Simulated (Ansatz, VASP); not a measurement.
**C in VASP and in Ansatz**

INCAR

```
ALGO     = Normal         # electronic algorithm
EDIFF    = 1E-7           # SCF threshold, eV
ENCUT    = 520            # plane-wave cutoff, eV
ISIF     = 2              # what is computed and relaxed
ISMEAR   = 0              # smearing method
LASPH    = True           # aspherical terms in the spheres
LCHARG   = True           # write CHGCAR
LELF     = True           # ELF
LREAL    = False          # projectors in reciprocal space
LVHAR    = True         
LWAVE    = False          # write WAVECAR
NBANDS   = 21             # bands
NELM     = 80             # most SCF steps
PREC     = Accurate       # precision mode
SIGMA    = 0.05           # smearing width, eV
```

Contents of KPOINTS:

```
k-points
0
Gamma
  12 12 3
```

Contents of POSCAR:

```
C
1.0
    0.0000000000      2.4448680940      0.0000000000
   -2.1172982845      1.2224340470      0.0115975242
   -0.9990598491      0.6112170235      9.9945094918
C
6
Direct
    0.4999997487     -0.0833661278      0.1667332609
    0.8333330820     -0.0833661278      0.8333999276
    0.1666664153      0.4166338722      0.5000665943
    0.5000002513      0.7500161278      0.4999667391
    0.8333335847      0.2500161278      0.1666334057
    0.1666669180      0.2500161278      0.8333000724
```

Input for Ansatz:

```yaml
crystal:
  lattice:
    - [0.0, 2.444868094, 0.0]
    - [-2.1172982845, 1.222434047, 0.0115975242]
    - [-0.9990598491, 0.6112170235, 9.9945094918]
  atoms:
    - { symbol: C, position: [0.4999997487, -0.0833661278, 0.1667332609] }
    - { symbol: C, position: [0.833333082, -0.0833661278, 0.8333999276] }
    - { symbol: C, position: [0.1666664153, 0.4166338722, 0.5000665943] }
    - { symbol: C, position: [0.5000002513, 0.7500161278, 0.4999667391] }
    - { symbol: C, position: [0.8333335847, 0.2500161278, 0.1666334057] }
    - { symbol: C, position: [0.166666918, 0.2500161278, 0.8333000724] }
basis:
  ecutwfc: 420
kpoints:
  mp_grid: { grid: [12, 12, 3] }
hamiltonian:
  xc: lda
scf:
  occupations: { method: gaussian, width: 0.05 }
output:
  forces: true
  stress: true
  eigenvalues: true
  write_density: true
  write_potential: true
  elf: true
  volumetric_format: npy
```

Alike in both runs: task single point; functional LDA; k mesh 12 × 12 × 3; occupations gaussian, width 0.05 eV; no spin polarisation.

|  | VASP | Ansatz |
| --- | --- | --- |
| version | VASP 6.6.1 | Ansatz 0.2.0 |
| potentials or method | VASP PAW LDA potentials, release 64 (C), cutoff 520 eV | scalar-relativistic, plane waves, PAW |
| valence electrons in the cell | 24 | 24 |

VASP gave:

| Item | Value |
| --- | --- |
| gap on the k mesh at the Fermi level (eV) | 0.15 |
| least direct gap on the mesh (eV) | 0.15 |
| pressure (GPa) | 0.9 |
| traceless stress, the component that is largest in VASP (GPa) | -0.81 |
| rms of the force components (eV/Å) | 0.012 |

**Question.** Which values does Ansatz return?

**Answer.** gap on the k mesh at the Fermi level (eV): 0.15; least direct gap on the mesh (eV): 0.15; pressure (GPa): 0.1; traceless stress, the component that is largest in VASP (GPa): 0.12; rms of the force components (eV/Å): 0.012.

LDA's correlation is that of Perdew and Zunger in VASP and of Perdew and Wang (1992) in Ansatz. Atom by atom the forces differ by 0.000 eV/Å (rms over components).
